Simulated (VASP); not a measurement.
Wanted: the native input for a VASP 6.6.1 run.

```yaml
Task: single point
Functional: r2SCAN
Potentials_or_basis: VASP PAW PBE potentials, release 64 (Mg, O)
Cutoff: 520 eV
k_mesh: 10 × 10 × 10
Occupations: gaussian, width 0.01 eV
Spin: no spin polarisation
Dipole_correction: no
Further_INCAR_settings: ALGO = Normal; EDIFF = 1e-06; NBANDS = 11
```

Crystal: MgO.

```
CELL_PARAMETERS angstrom
0.00000 2.35845 2.35845
2.35845 0.00000 2.35845
2.35845 2.35845 0.00000
ATOMIC_POSITIONS crystal
Mg 0.00000 0.00000 0.00000
O 0.25000 0.25000 0.25000
```

This cell differs from its parent crystal: strain +3.4%.

These files were run (other wordings do the same):

POSCAR

```
MgO
1.0
    0.0000000000      2.3584528521      2.3584528521
    2.3584528521      0.0000000000      2.3584528521
    2.3584528521      2.3584528521      0.0000000000
Mg O
1 1
Direct
    0.0000000000      0.0000000000      0.0000000000
    0.2500000000      0.2500000000      0.2500000000
```

INCAR.step1

```
PREC = Accurate ; ENCUT = 520
ISMEAR = 0 ; SIGMA = 0.01
LREAL = False ; LASPH = True
NELM = 80 ; NBANDS = 11
GGA = PE ; ALGO = Normal
EDIFF = 1E-4 ; LWAVE = True
LCHARG = False
```

INCAR.step2

```
PREC = Accurate ; ENCUT = 520
EDIFF = 1E-6 ; ISMEAR = 0
SIGMA = 0.01 ; LREAL = False
LASPH = True ; NELM = 80
ALGO = Normal ; ISIF = 2
LWAVE = False ; LCHARG = False
METAGGA = R2SCAN ; LMIXTAU = True
NBANDS = 11 ; ISTART = 1
```

KPOINTS

```
Automatic mesh
0
Gamma
  10 10 10
```

Potentials or basis: VASP PAW PBE potentials, release 64 (Mg, O).

Launch:

```console
$ cat potpaw_PBE.64/Mg/POTCAR potpaw_PBE.64/O/POTCAR > POTCAR
$ cp INCAR.step1 INCAR
$ mpirun -np 1 vasp_std > vasp.out
$ cp INCAR.step2 INCAR
$ mpirun -np 1 vasp_std > vasp.out
```

It gave:

```
Pressure               : -10.8 GPa
Band gap on the k mesh : 3.76 eV
```

Caveat: the cell differs from its parent crystal (strain +3.4%); the cell stands under tension; the PAW data sets were made with another functional, which shifts forces and pressure a little.

Run time: 73 s on 1 thread of Intel(R) Xeon(R) Platinum 8375C CPU @ 2.90GHz (Ice Lake), on a shared host, peak memory 0.17 GiB.
